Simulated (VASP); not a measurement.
# TaN: elastic constants with LDA

Crystal: TaN.

```
Ta N
1.0
     0.00000    2.13710    2.13710
     2.13710    0.00000    2.13710
     2.13710    2.13710    0.00000
Ta N
1 1
Direct
  0.50000 0.50000 0.50000
  0.00000 0.00000 0.00000
```

| Quantity | Value |
| --- | --- |
| Program | VASP 6.6.1 |
| Task | elastic constants |
| Functional | LDA |
| Potentials or basis | VASP PAW LDA potentials, release 64 (Ta_pv, N) |
| Cutoff | 600 eV |
| k mesh | 16 × 16 × 16 |
| Occupations | fermi-dirac, width 0.15 eV |
| Spin | no spin polarisation |
| Dipole correction | no |
| Ions in elastic constants | relaxed |
| Further INCAR settings | ALGO = Normal; EDIFF = 1e-08; IBRION = 6; POTIM = 0.015; NSW = 1; ISIF = 3 |

```yaml
Elastic_constants_C11_C12_C44: 1034, 165, 71 GPa
Voigt_bulk_modulus: 455 GPa
Highest_phonon_frequency_at_Γ: 495 cm⁻¹
```

Phonon frequencies in cm⁻¹ (negative: imaginary):
```csv
q point,frequencies
"(0.000, 0.000, 0.000)",0 0 0 495 495 495
```

Elastic tensor in Voigt notation (GPa, in the Cartesian axes of the cell as first typed):
```
1034  165  165    0    0    0
 165 1034  165    0    0    0
 165  165 1034    0    0    0
   0    0    0   71    0    0
   0    0    0    0   71    0
   0    0    0    0    0   71
```

Clamped-ion elastic tensor (GPa):
```
1034  165  165    0    0    0
 165 1034  165    0    0    0
 165  165 1034    0    0    0
   0    0    0   71    0    0
   0    0    0    0   71    0
   0    0    0    0    0   71
```

It took 36 min on 1 thread of Oxide Virtual Turin-like Processor (shared host), peak memory 0.6 GiB.

Caveat: the cell is under stress, which shifts elastic constants.
